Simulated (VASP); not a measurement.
A run of VASP 6.6.1 is set up as follows.

Contents of INCAR:

```
SYSTEM = Ba
  AGGAC = 1.0
  AGGAX = 1.0
  ALDAC = 0.0
  ALDAX = 1.0
  ALGO = Normal
  EDIFF = 1E-7
  ENCUT = 520
  GGA = B5
  ISIF = 2
  ISMEAR = -1
  LASPH = .True.
  LCHARG = .False.
  LREAL = .False.
  LWAVE = .False.
  NBANDS = 28
  NELM = 100
  PREC = Accurate
  SIGMA = 0.1
```

KPOINTS

```
k-points
0
Gamma
  9 9 3
  0 0 0
```

File POSCAR:

```
Ba
1.0
    4.5626133709      0.0000000000      0.0000000000
   -2.2813066855      3.9513390869      0.0000000000
    0.0000000000      0.0000000000     14.8924460695
Ba
4
Direct
    0.0000000000      1.0000000000      1.0000000000
    0.0000000000      1.0000000000      0.5000000000
    0.3333333333      0.6666666667      0.2500000000
    0.6666666667      0.3333333333      0.7500000000
```

Potentials or basis: VASP PAW PBE potentials, release 64 (Ba_sv).

The run is started by

```bash
$ cat potpaw_PBE.64/Ba_sv/POTCAR > POTCAR
$ mpirun -np 1 vasp_std > vasp.out
```

Question: Estimate the band gap on the k mesh.

Answer: Zero (bands 20 and 21 overlap by 0.10 eV).

Question: Estimate the pressure.

Answer: 0.1 GPa.

Caveat: the PAW data sets were made with another functional, which shifts forces and pressure a little; spin-orbit coupling is left out, which moves the levels of the heavy elements.
